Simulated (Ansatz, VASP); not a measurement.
**CsH in VASP and in Ansatz**

```
CELL_PARAMETERS angstrom
0.00000 3.44304 3.18800
3.44304 0.00000 3.18800
3.44304 3.44304 0.00000
ATOMIC_POSITIONS crystal
Cs 0.00000 0.00000 0.00000
H 0.50000 0.50000 0.50000
```

Change from the starting cell: strain +0.080 along x and y, +0.000 along z, atoms carried along.

Alike in both runs: task single point; functional LDA; k mesh 8 × 8 × 8; occupations gaussian, width 0.05 eV; no spin polarisation.

|  | VASP | Ansatz |
| --- | --- | --- |
| version | VASP 6.6.1 | Ansatz 0.2.0 |
| potentials or method | VASP PAW LDA potentials, release 64 (Cs_sv, H), cutoff 520 eV | scalar-relativistic, plane waves, PAW |
| valence electrons in the cell | 10 | 10 |

VASP gave:

| Property | Result |
| --- | --- |
| gap on the k mesh at the Fermi level (eV) | 2.08 |
| least direct gap on the mesh (eV) | 2.08 |
| pressure (GPa) | -1.9 |
| traceless stress, the component that is largest in VASP (GPa) | 0.48 |

**Question.** What did Ansatz give for the same quantities?

**Answer.** gap on the k mesh at the Fermi level (eV): 2.09; least direct gap on the mesh (eV): 2.09; pressure (GPa): -1.9; traceless stress, the component that is largest in VASP (GPa): 0.46.

LDA's correlation is that of Perdew and Zunger in VASP and of Perdew and Wang (1992) in Ansatz.

Neither program's run includes spin-orbit coupling.
